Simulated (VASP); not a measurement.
Input of a VASP 6.6.1 run:

The input INCAR:

```
SYSTEM = TePb
PREC = Accurate
ENCUT = 520
EDIFF = 1E-6
ISMEAR = -1
SIGMA = 0.02
LREAL = .FALSE.
LASPH = .TRUE.
NELM = 80
ALGO = Normal
ISIF = 2
LWAVE = .FALSE.
LCHARG = .FALSE.
GGA = PE
NBANDS = 17
```

Contents of KPOINTS:

```
regular mesh
0
G
  8 8 8
  0 0 0
```

POSCAR

```
TePb
1.0
    0.0000000000      3.2678368520      3.2678368520
    3.2678368520      0.0000000000      3.2678368520
    3.2678368520      3.2678368520      0.0000000000
Pb Te
1 1
Direct
    0.0000000000      0.0000000000      0.0000000000
    0.5000000000      0.5000000000      0.5000000000
```

Potentials or basis: VASP PAW PBE potentials, release 64 (Pb_d, Te).

Command:

```bash
$ cat potpaw_PBE.64/Pb_d/POTCAR potpaw_PBE.64/Te/POTCAR > POTCAR
$ mpirun -np 1 vasp_std > vasp.out
```

Problem. What does it give for the band gap on the k mesh?

Solution. 0.80 eV, direct.

Problem. Predict the pressure.

Solution. 0.6 GPa.

Caveat: spin-orbit coupling is left out, which moves the levels of the heavy elements. A k mesh can miss the band edges.
